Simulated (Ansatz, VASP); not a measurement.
**Two plane-wave programs on Pb**

File INCAR:

```
SYSTEM = Pb
  ALGO = Fast
  EDIFF = 1E-6
  ENCUT = 520
  GGA = PS
  ISIF = 2
  ISMEAR = 0
  LASPH = .True.
  LCHARG = .False.
  LREAL = .False.
  LWAVE = .False.
  NBANDS = 21
  NELM = 100
  PREC = Accurate
  SIGMA = 0.15
```

KPOINTS

```
k-points
0
Gamma
  18 18 10
  0 0 0
```

POSCAR

```
Pb
1.0
    3.7487171046      0.0000000000      0.0000000000
   -1.8743585523      3.2464842441      0.0000000000
    0.0000000000      0.0000000000      4.8173159669
Pb
2
Direct
    0.3333333333      0.6666666667      0.2500000000
    0.6666666667      0.3333333333      0.7500000000
```

Input for Ansatz:

```yaml
crystal:
  lattice:
    - [3.7487171046, 0.0, 0.0]
    - [-1.8743585523, 3.2464842441, 0.0]
    - [0.0, 0.0, 4.8173159669]
  atoms:
    - { symbol: Pb, position: [0.3333333333, 0.6666666667, 0.25] }
    - { symbol: Pb, position: [0.6666666667, 0.3333333333, 0.75] }
basis:
  ecutwfc: 420
kpoints:
  mp_grid: { grid: [18, 18, 10] }
hamiltonian:
  xc: pbesol
scf:
  occupations: { method: gaussian, width: 0.15 }
output:
  forces: true
  stress: true
  eigenvalues: true
```

Alike in both runs: task single point; functional PBEsol; k mesh 18 × 18 × 10; occupations gaussian, width 0.15 eV; no spin polarisation.

|  | VASP | Ansatz |
| --- | --- | --- |
| version | VASP 6.6.1 | Ansatz 0.2.0 |
| potentials or method | VASP PAW PBE potentials, release 64 (Pb_d), cutoff 520 eV | scalar-relativistic, plane waves, PAW |
| valence electrons in the cell | 28 | 28 |

```tsv
	VASP	Ansatz	Ansatz less VASP
gap on the k mesh at the Fermi level (eV)	none	none	-
pressure (GPa)	2.6	3.0	+0.33
traceless stress, the component that is largest in VASP (GPa)	3.31	3.11	-0.203
```

VASP's potentials were made for PBE, not for PBEsol. A gap of «none» marks a metal or a gap that the smearing closes.

Spin-orbit coupling is off throughout.
